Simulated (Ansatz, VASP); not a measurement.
One calculation of SrTiO3, two programs

```
CELL_PARAMETERS angstrom
3.89112 0.00000 0.00000
0.00000 3.89112 0.00000
0.00000 0.00000 3.89112
ATOMIC_POSITIONS crystal
Sr 0.50000 0.50000 0.50000
Ti 0.00000 0.00000 0.00000
O 0.50000 0.00000 0.00000
O 0.00000 0.50000 0.00000
O 0.00000 0.00000 0.50000
```

Alike in both runs: task single point; functional PBEsol; k mesh 6 × 6 × 6; no spin polarisation.

```csv
,VASP,Ansatz
version,VASP 6.6.1,Ansatz 0.2.0
potentials or method,"VASP PAW PBE potentials, release 64 (Sr_sv, Ti_sv, O), cutoff 520 eV","all-electron LAPW, scalar-relativistic"
occupations,"gaussian, width 0.01 eV",fixed
```

```csv
,VASP,Ansatz,Ansatz less VASP
gap on the k mesh at the Fermi level (eV),1.82,1.85,+0.027
pressure (GPa),0.7,0.0,-0.70
```

VASP's potentials were made for PBE, not for PBEsol. Ansatz ran all-electron here, and VASP with PAW potentials. Ansatz's warnings: metallic iterate.
